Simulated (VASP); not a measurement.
Wanted: the native input for a VASP 6.6.1 run.

| Item | Value |
| --- | --- |
| Task | single point |
| Functional | PBE |
| Potentials or basis | VASP PAW PBE potentials, release 64 (Li_sv, F) |
| Cutoff | 520 eV |
| k mesh | 3 × 3 × 1 |
| Occupations | gaussian, width 0.05 eV |
| Spin | no spin polarisation |
| Dipole correction | yes |
| Further INCAR settings | LREAL = Auto; ALGO = Normal; EDIFF = 1e-07; NBANDS = 102 |

The structure of LiF lies in POSCAR:

```
LiF
1.0
    5.7517025349      0.0000000000      0.0000000000
    0.0000000000      5.7517025349      0.0000000000
    0.0000000000      0.0000000000     22.1006017987
Li F
16 16
Direct
    0.2500000000      0.2500000000      0.3619810932
    0.2500000000      0.7500000000      0.3619810932
    0.7500000000      0.2500000000      0.3619810932
    0.7500000000      0.7500000000      0.3619810932
    0.5000000000      0.5000000000      0.4539936977
    0.5000000000      0.0000000000      0.4539936977
    0.0000000000      0.5000000000      0.4539936977
    0.0000000000      0.0000000000      0.4539936977
    0.7500000000      0.7500000000      0.5464517408
    0.7500000000      0.2500000000      0.5464517408
    0.2500000000      0.7500000000      0.5464517408
    0.2500000000      0.2500000000      0.5464517408
    0.0000000000      0.0000000000      0.6359892530
    0.0000000000      0.5000000000      0.6359892530
    0.5000000000      0.0000000000      0.6359892530
    0.5000000000      0.5000000000      0.6359892530
    0.5000000000      0.5000000000      0.3619810932
    0.5000000000      0.0000000000      0.3619810932
    0.0000000000      0.5000000000      0.3619810932
    0.0000000000      0.0000000000      0.3619810932
    0.7500000000      0.7500000000      0.4539936977
    0.7500000000      0.2500000000      0.4539936977
    0.2500000000      0.7500000000      0.4539936977
    0.2500000000      0.2500000000      0.4539936977
    0.0000000000      0.0000000000      0.5459219889
    0.0000000000      0.5000000000      0.5459219889
    0.5000000000      0.0000000000      0.5459219889
    0.5000000000      0.5000000000      0.5459219889
    0.2500000000      0.2500000000      0.6390958560
    0.2500000000      0.7500000000      0.6390958560
    0.7500000000      0.2500000000      0.6390958560
    0.7500000000      0.7500000000      0.6390958560
```

These files were run (other wordings do the same):

INCAR

```
PREC = Accurate ; ENCUT = 520
EDIFF = 1E-7 ; ISMEAR = 0
SIGMA = 0.05 ; LREAL = Auto
LASPH = T ; NELM = 80
ALGO = Normal ; ISIF = 2
LWAVE = F ; LCHARG = T
LDIPOL = T ; IDIPOL = 3
DIPOL = 0.5 0.5 0.500 ; GGA = PE
LELF = T ; LVHAR = T
LVACPOTAV = T ; NBANDS = 102
```

KPOINTS

```
Automatic mesh
0
Gamma
  3 3 1
```

Potentials or basis: VASP PAW PBE potentials, release 64 (Li_sv, F).

Launch:

```sh
$ cat potpaw_PBE.64/Li_sv/POTCAR potpaw_PBE.64/F/POTCAR > POTCAR
$ mpirun -np 1 vasp_std > vasp.out
```

It gave:

```
Largest force          : 0.315 eV/Å
Band gap on the k mesh : 6.28 eV
```

Wall time 8.7 min on 1 thread of AMD EPYC 7R13 Processor (Zen 3), on a shared host, peak memory 0.79 GiB.
